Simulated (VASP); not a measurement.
# MgSi32 (a cell with a defect) in VASP: single point with PBE

Aim: the single point of MgSi32 (a cell with a defect) with PBE.

Everything below comes from runs of VASP 6.6.1. Logs are shortened: lines on timing, memory, paths and dates and some standing lists are left out, and cuts for length are marked.

## (1) The cell of the first run

The cell holds a defect, 33 atoms: a = 9.220 Å, b = 9.220 Å, c = 9.992 Å, α = 116.09°, β = 116.09°, γ = 92.69°.

## (2) Single point, PBE

The input, INCAR:

```
  PREC = Accurate
  ENCUT = 520
  EDIFF = 1E-6
  ISMEAR = 0
  SIGMA = 0.02
  LREAL = Auto
  LASPH = True
  NELM = 100
  ALGO = Normal
  ISIF = 2
  LWAVE = False
  LCHARG = True
  GGA = PE
  LELF = True
  LVHAR = True
  NBANDS = 87
  NELECT = 128.0
```

The input, KPOINTS:

```
Automatic mesh
0
Gamma
  2 2 2
  0.5 0.5 0.5
```

The input, POSCAR:

```
MgSi32
1.0
    0.0000000001     -6.6706137337      6.3650227274
   -0.0000000001      6.6706137337      6.3650227274
   -7.7025612697     -0.0000000001     -6.3650227274
Si Mg
32 1
Direct
    0.4871715957      0.3207210944      0.7504850397
    0.7366862867      0.5702357854      0.2495145358
    0.1139354624      0.4461542189      0.5005414258
    0.6133939107      0.9456126672      0.4994582796
    0.9892270551      0.8217118842      0.7470696822
    0.8634435048      0.1998535899     -0.0000001298
    0.3621781564      0.6936415102     -0.0000001298
    0.2421571392      0.0746419683      0.2529298933
    0.7131710744      0.3715957575      0.5153462415
    0.9413131851      0.6299142520     -0.0000002596
    0.3263774796      0.5003308887      0.2612907486
    0.8242486460      0.9896398744      0.2490069125
    0.1978246008      0.8562493238      0.4846533340
    0.0650866408      0.2390400500      0.7387089568
    0.5752414998      0.7406327283      0.7509926630
    0.4577685339      0.1061969853     -0.0000002596
    0.6717255603      0.5091685538      0.7503665077
    0.9213587833      0.7588017768      0.2496330678
    0.3018549890      0.6357884304      0.5074099203
    0.7944447979      0.1283781993      0.4925896552
    0.1772382985     -0.0034582683      0.7300336606
    0.0412066398      0.4028312363     -0.0000001298
    0.5534854106      0.8747162727     -0.0000001298
    0.4472043685      0.2665078017      0.2699659149
    0.8868925154      0.5517578352      0.4991847342
    0.1378402886      0.8058206541     -0.0000002597
    0.5097897457      0.6764580680      0.2507708712
    0.0110098493      0.1779661511      0.2497591298
    0.3877075475      0.0525728674      0.5008148413
    0.2590186408      0.4256869632      0.7492287043
    0.7612505936      0.9282068954      0.7502405755
    0.6340246255      0.3011645486     -0.0000002596
    0.1852243804      0.1853305176     -0.0000002597
```

Potentials or basis: VASP PAW PBE potentials, release 64 (Si, Mg).

Launch:

```bash
cat potpaw_PBE.64/Si/POTCAR potpaw_PBE.64/Mg/POTCAR > POTCAR
mpirun -np 1 vasp_std > vasp.out
```

OUTCAR:

```text
PREC = Accurate
   ENCUT = 520
   EDIFF = 1E-6
   ISMEAR = 0
   LREAL = Auto
   LASPH = True
   NELM = 100
   ISIF = 2
   GGA = PE
   NELECT = 128.0

 ion  position               nearest neighbor table
   1  0.487  0.321  0.750-  29 2.35  32 2.35  30 2.35  17 2.38
   2  0.737  0.570  0.250-  25 2.35  32 2.35  27 2.35  18 2.38
   3  0.114  0.446  0.501-  25 2.35  30 2.35  28 2.35  19 2.36
   4  0.613  0.946  0.499-  29 2.35  27 2.35  31 2.35  20 2.36
   5  0.989  0.822  0.747-  25 2.35  26 2.36  31 2.37  21 2.42  33 2.98
   6  0.863  0.200  1.000-  32 2.35  28 2.37  31 2.37  22 2.43  33 2.98
   7  0.362  0.694  1.000-  27 2.35  30 2.35  26 2.36  23 2.37
   8  0.242  0.075  0.253-  29 2.35  26 2.36  28 2.37  24 2.42  33 2.98
   9  0.713  0.372  0.515-  24 2.32  17 2.34  20 2.35  25 2.36
  10  0.941  0.630  1.000-  22 2.33  17 2.34  18 2.34  26 2.37
  11  0.326  0.500  0.261-  19 2.34  27 2.36  24 2.49  22 2.49  33 2.63
  12  0.824  0.990  0.249-  23 2.35  18 2.35  20 2.35  28 2.38
  13  0.198  0.856  0.485-  21 2.32  18 2.34  19 2.35  29 2.36
  14  0.065  0.239  0.739-  20 2.34  30 2.36  21 2.49  22 2.49  33 2.63
  15  0.575  0.741  0.751-  23 2.35  17 2.35  19 2.35  31 2.38
  16  0.458  0.106  1.000-  23 2.35  32 2.37  21 2.49  24 2.49  33 2.65
  17  0.672  0.509  0.750-   9 2.34  10 2.34  15 2.35   1 2.38
  18  0.921  0.759  0.250-  13 2.34  10 2.34  12 2.35   2 2.38
  19  0.302  0.636  0.507-  11 2.34  13 2.35  15 2.35   3 2.36
  20  0.794  0.128  0.493-  14 2.34   9 2.35  12 2.35   4 2.36
  21  0.177  0.997  0.730-  13 2.32   5 2.42  33 2.45  14 2.49  16 2.49
  22  0.041  0.403  1.000-  10 2.33   6 2.43  33 2.46  11 2.49  14 2.49
  23  0.553  0.875  1.000-  16 2.35  12 2.35  15 2.35   7 2.37
  24  0.447  0.267  0.270-   9 2.32   8 2.42  33 2.45  11 2.49  16 2.49
  25  0.887  0.552  0.499-   3 2.35   5 2.35   2 2.35   9 2.36
  26  0.138  0.806  1.000-   7 2.36   5 2.36   8 2.36  10 2.37
  27  0.510  0.676  0.251-   4 2.35   7 2.35   2 2.35  11 2.36
  28  0.011  0.178  0.250-   3 2.35   6 2.37   8 2.37  12 2.38
  29  0.388  0.053  0.501-   4 2.35   8 2.35   1 2.35  13 2.36
  30  0.259  0.426  0.749-   3 2.35   7 2.35   1 2.35  14 2.36
  31  0.761  0.928  0.750-   4 2.35   6 2.37   5 2.37  15 2.38
  32  0.634  0.301  1.000-   1 2.35   2 2.35   6 2.35  16 2.37
  33  0.185  0.185  1.000-  21 2.45  24 2.45  22 2.46  14 2.63  11 2.63  16 2.65   5 2.98   8 2.98
                             6 2.98

  LATTYP: Found a face centered orthorhombic cell.
 ALAT       =    12.7300454548
 B/A-ratio  =     1.0480109843
 C/A-ratio  =     1.2101388478

  Lattice vectors:

 A1 = (  -7.7025612698,   6.6706137336,   0.0000000000)
 A2 = (  -7.7025612697,  -0.0000000001,   6.3650227274)
 A3 = (  -0.0000000001,   6.6706137337,   6.3650227274)
[... 174 lines left out ...]
   ISYM   =      2    0-nonsym 1-usesym 2-fastsym
   POTIM  = 0.5000    time-step for ionic-motion
   TEBEG  =    0.0;   TEEND  =   0.0 temperature during run
   PSTRESS=    0.0 pullay stress
   NELECT =     128.0000    total number of electrons
   NUPDOWN=      -1.0000    fix difference up-down
   EMIN   =  10.00;   EMAX   =-10.00  energy-range for DOS
   EFERMI =   0.00;   METHOD = LEGACY
   ISMEAR =     0;   SIGMA  =   0.02  broadening in eV -4-tet -1-fermi 0-gaus
   EFERMI_NEDOS =   21; number of points for ismear=-14 and -15
   IALGO  =     38    algorithm
   IMIX   =      4    mixing-type and parameters
     AMIX     =   0.40;   BMIX     =  1.00
     AMIX_MAG =   1.60;   BMIX_MAG =  1.00
  volume/ion in A,a.u.               =      19.82       133.76
  Fermi-wavevector in a.u.,A,eV,Ry     =   0.950461  1.796112 12.291190  0.903377
  Thomas-Fermi vector in A             =   2.078840
   LORBIT       =      0    0 simple, 1 ext, 2 COOP (PROOUT), +10 PAW based schemes
   GGA     = PE    functional components
   LHFCALC =     F    Hartree Fock is set to
   AEXX    =    0.0000 exact exchange contribution
   IVDW    =     0    specifies the selected vdW correction
   LEPSILON=     F    determine dielectric tensor
   LRPA    =     F    only Hartree local field effects (RPA)
 non-spin polarized calculation
 Gauss-broadening in eV      SIGMA  =   0.02
  energy-cutoff  :      520.00
  volume of cell :      654.08
 maximum number of plane-waves:     17670
 NGX is ok and might be reduce to    70
   NGX = 35   NGY = 35   NGZ = 37

 number of electron     128.0000000 magnetization

 Free energy of the ion-electron system (eV)
  ---------------------------------------------------
  ext. energy  EPLUGINS =         0.00000000
  ---------------------------------------------------
  free energy    TOTEN  =      -185.23229940 eV

  energy without entropy =     -185.23229940  energy(sigma->0) =     -185.23229940

 E-fermi :   5.8109     XC(G=0):  -9.3745

 val. band max:        5.6975561680   @ k =  -0.2500  -0.2500   0.2500
 cond. band min:       6.3547782622   @ k =   0.2500   0.2500   0.2500
 fundamental gap:      0.6572220942
 Fermi energy:         5.8108941737

 k-point     1 :       0.2500    0.2500    0.2500
  band No.  band energies     occupation
      1      -5.4109      2.00000
      2      -5.3415      2.00000
      3      -5.2075      2.00000
      4      -5.1383      2.00000
      5      -3.9285      2.00000
      6      -3.9093      2.00000
[... 226 lines left out ...]
     75       8.0870      0.00000
     76       8.2007      0.00000
 [bands above 76 left out]

------------------------ aborting loop because EDIFF is reached ----------------------------------------

  FORCE on cell =-STRESS in cart. coord.  units (eV):
  Direction    XX          YY          ZZ          XY          YZ          ZX
  --------------------------------------------------------------------------------------
  -------------------------------------------------------------------------------------
  Total      -11.3742877    -11.2308532    -14.5170474      0.0000000     -0.0351927      0.0000000
  in kB      -27.8614608    -27.5101161    -35.5596902      0.0000000     -0.0862049      0.0000000
  external PRESSURE =     -30.3104223 kB  Pullay stress =       0.0000000 kB

 VOLUME and BASIS-vectors are now :
 -----------------------------------------------------------------------------
  energy-cutoff  :      520.00
  volume of cell :      654.08
      direct lattice vectors                 reciprocal lattice vectors
     0.000000000 -6.670613734  6.365022727    -0.064913473 -0.074955622  0.078554315
    -0.000000000  6.670613734  6.365022727    -0.064913473  0.074955622  0.078554315
    -7.702561270 -0.000000000 -6.365022727    -0.129826945 -0.000000000  0.000000000

 POSITION                                       TOTAL-FORCE (eV/Angst)
 -----------------------------------------------------------------------------------
     -5.78066     -1.11033      0.36540         0.001028      0.005263      0.033181
     -1.92190     -1.11033      6.73042        -0.001028      0.005263      0.033181
     -3.85545      2.21610      0.37903        -0.005950     -0.012011      0.044358
     -3.84711      2.21610      6.74405         0.005950     -0.012011      0.044358
     -5.75435     -1.11743      6.77155         0.019367     -0.008753      0.043901
     -7.70256     -4.42655      0.40289        -0.000000      0.021887      0.036531
[... 25 lines left out ...]
     -7.70256     -2.22038     -0.41252        -0.000000      0.027648      0.032619
     -7.70256      0.00071     -4.00643        -0.000000      0.007684     -1.366976
 -----------------------------------------------------------------------------------
    total drift:                               -0.002306      0.007828      0.000596

  FREE ENERGIE OF THE ION-ELECTRON SYSTEM (eV)
  ---------------------------------------------------
  free  energy   TOTEN  =      -185.2322994016 eV

  energy  without entropy=     -185.2322994016  energy(sigma->0) =     -185.23229940
```

OSZICAR:

```text
N       E                     dE             d eps       ncg     rms          rms(c)
DAV:   1     0.321055713298E+03    0.32106E+03   -0.48890E+04   522   0.122E+03
DAV:   2    -0.152291810401E+03   -0.47335E+03   -0.44655E+03   631   0.177E+02
DAV:   3    -0.186770331534E+03   -0.34479E+02   -0.33761E+02   652   0.414E+01
DAV:   4    -0.187623976903E+03   -0.85365E+00   -0.84757E+00   652   0.782E+00
DAV:   5    -0.187650455200E+03   -0.26478E-01   -0.26441E-01   636   0.135E+00    0.192E+01
DAV:   6    -0.186119225508E+03    0.15312E+01   -0.80625E-01   612   0.219E+00    0.116E+01
DAV:   7    -0.185217886316E+03    0.90134E+00   -0.24327E+00   588   0.351E+00    0.753E-01
DAV:   8    -0.185224155976E+03   -0.62697E-02   -0.15222E-01   612   0.110E+00    0.590E-01
DAV:   9    -0.185229458823E+03   -0.53028E-02   -0.15884E-02   644   0.324E-01    0.312E-01
DAV:  10    -0.185231636346E+03   -0.21775E-02   -0.47334E-03   588   0.166E-01    0.115E-01
DAV:  11    -0.185232181785E+03   -0.54544E-03   -0.78779E-04   604   0.861E-02    0.642E-02
DAV:  12    -0.185232301424E+03   -0.11964E-03   -0.31145E-04   604   0.478E-02    0.287E-02
DAV:  13    -0.185232294710E+03    0.67141E-05   -0.30210E-05   636   0.174E-02    0.102E-02
DAV:  14    -0.185232296927E+03   -0.22168E-05   -0.66772E-06   636   0.600E-03    0.514E-03
DAV:  15    -0.185232298812E+03   -0.18850E-05   -0.13006E-06   364   0.334E-03    0.385E-03
DAV:  16    -0.185232299402E+03   -0.58962E-06   -0.36808E-07   348   0.154E-03
   1 F= -.18523230E+03 E0= -.18523230E+03  d E =-.329761E-16
```

stdout:

```text
POSCAR found type information on POSCAR SiMg
 POSCAR found :  2 types and      33 ions
 scaLAPACK will be used
 LDA part: xc-table for (Slater+PW92), standard interpolation
 POSCAR, INCAR and KPOINTS ok, starting setup
 FFT: planning ... GRIDC
 FFT: planning ... GRID_SOFT
 FFT: planning ... GRID
 WAVECAR not read
 entering main loop
 the old and the new charge density differ
 old charge density:   130.00000 new  128.00000
    0.192E+01
```

Wall time 6.7 min (1 thread of Intel Xeon Platinum 8259CL at 2.50GHz (Skylake/Cascade Lake), shared host); peak memory 0.77 GiB.

What came out:

- Free energy: -185.2323 eV
- Largest force: 1.367 eV/Å

Forces in eV/Å, atoms in the order of the input:
```
Si   0.001  0.005  0.033
Si  -0.001  0.005  0.033
Si  -0.006 -0.012  0.044
Si   0.006 -0.012  0.044
Si   0.019 -0.009  0.044
Si   0.000  0.022  0.037
Si   0.000  0.002  0.049
Si  -0.019 -0.009  0.044
Si  -0.020 -0.025  0.024
Si   0.000  0.021  0.022
Si   0.136 -0.082  0.049
Si   0.005  0.022  0.008
Si   0.020 -0.025  0.024
Si  -0.136 -0.082  0.049
Si  -0.005  0.022  0.008
Si   0.000  0.144  0.043
Si   0.000  0.016  0.026
Si   0.000  0.016  0.026
Si   0.085 -0.057  0.058
Si  -0.085 -0.057  0.058
Si  -0.016  0.006  0.127
Si   0.000 -0.020  0.119
Si   0.000  0.092  0.061
Si   0.016  0.006  0.127
Si   0.016 -0.017  0.026
Si   0.000 -0.005  0.026
Si   0.009  0.003  0.035
Si  -0.004  0.005  0.014
Si  -0.016 -0.017  0.026
Si  -0.009  0.003  0.035
Si   0.004  0.005  0.014
Si   0.000  0.028  0.033
Mg   0.000  0.008 -1.367
```

Levels at points of the mesh, in eV from the Fermi level:
| k point | band 60 | band 61 | band 62 | band 63 | band 64 | band 65 | band 66 | band 67 | band 68 | band 69 |
| --- | --- | --- | --- | --- | --- | --- | --- | --- | --- | --- |
| (0.25, 0.25, 0.25) | -1.14 | -1.14 | -1.13 | -1.02 | -0.95 | 0.54 | 0.78 | 0.95 | 1.06 | 1.21 |

Caveat: the cell carries a net charge on a neutralising background, which shifts energy and pressure; the cell is charged against a uniform background, so pressure and absolute levels hang on convention.
